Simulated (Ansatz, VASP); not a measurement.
**RbCl in VASP and in Ansatz**

```
Rb Cl
1.0
     0.00000    3.18908    3.18908
     3.18908    0.00000    3.18908
     3.18908    3.18908    0.00000
Rb Cl
1 1
Direct
  0.00000 0.00000 0.00000
  0.50000 0.50000 0.50000
```

Alike in both runs: functional LDA; k mesh 6 × 6 × 6; occupations gaussian, width 0.02 eV; no spin polarisation.

Ansatz relaxed the structure, and its values are those at the end. VASP's run is a single point on that final structure, the one shown.

```csv
,VASP,Ansatz
version,VASP 6.6.1,Ansatz 0.2.0
potentials or method,"VASP PAW LDA potentials, release 64 (Rb_sv, Cl), cutoff 500 eV","scalar-relativistic, plane waves, PAW"
valence electrons in the cell,16,16
```

|  | VASP | Ansatz | Ansatz less VASP |
| --- | --- | --- | --- |
| gap on the k mesh at the Fermi level (eV) | 4.85 | 4.85 | -0.006 |
| least direct gap on the mesh (eV) | 4.85 | 4.85 | -0.006 |
| pressure (GPa) | 0.0 | 0.0 | -0.04 |

LDA's correlation is that of Perdew and Zunger in VASP and of Perdew and Wang (1992) in Ansatz.
